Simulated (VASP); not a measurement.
A run of VASP 6.6.1:

The input POSCAR:

```
SrAl2H2
1.0
    4.5252979390      0.0000000000      0.0000000000
   -2.2626489695      3.9190229748      0.0000000000
    0.0000000000      0.0000000000      4.8630420000
Sr Al H
1 2 2
Direct
    0.0000000000      0.0000000000      0.0000000000
    0.3333333333      0.6666666667      0.4589000000
    0.6666666667      0.3333333333      0.5411000000
    0.3333333333      0.6666666667      0.0976000000
    0.6666666667      0.3333333333      0.9024000000
```

The input INCAR.step1:

```
SYSTEM = SrAl2H2
PREC = Accurate ; ENCUT = 520
ISMEAR = 0 ; SIGMA = 0.15
LREAL = .FALSE. ; LASPH = .TRUE.
NELM = 60 ; NBANDS = 17
GGA = PE ; ALGO = Normal
EDIFF = 1E-4 ; LWAVE = .TRUE.
LCHARG = .FALSE.
```

The input INCAR.step2:

```
SYSTEM = SrAl2H2
PREC = Accurate ; ENCUT = 520
EDIFF = 1E-6 ; ISMEAR = 0
SIGMA = 0.15 ; LREAL = .FALSE.
LASPH = .TRUE. ; NELM = 60
ALGO = Normal ; ISIF = 2
LWAVE = .FALSE. ; LCHARG = .FALSE.
METAGGA = R2SCAN ; LMIXTAU = .TRUE.
NBANDS = 17 ; ISTART = 1
```

The input KPOINTS:

```
Automatic mesh
0
G
  12 12 10
  0 0 0
```

Potentials or basis: VASP PAW PBE potentials, release 64 (Sr_sv, Al, H).

Run with:

```bash
$ cat potpaw_PBE.64/Sr_sv/POTCAR potpaw_PBE.64/Al/POTCAR potpaw_PBE.64/H/POTCAR > POTCAR
$ cp INCAR.step1 INCAR
$ mpirun -np 1 vasp_std > vasp.out
$ cp INCAR.step2 INCAR
$ mpirun -np 1 vasp_std > vasp.out
```

Hardware: 1 thread of Intel(R) Xeon(R) 6975P-C (Granite Rapids), on a shared host.

Task: How long does it take, and how much memory?

Result: Run time: 4.9 min on 1 thread of Intel(R) Xeon(R) 6975P-C (Granite Rapids), on a shared host, peak memory 0.39 GiB. Counts: k points 162.
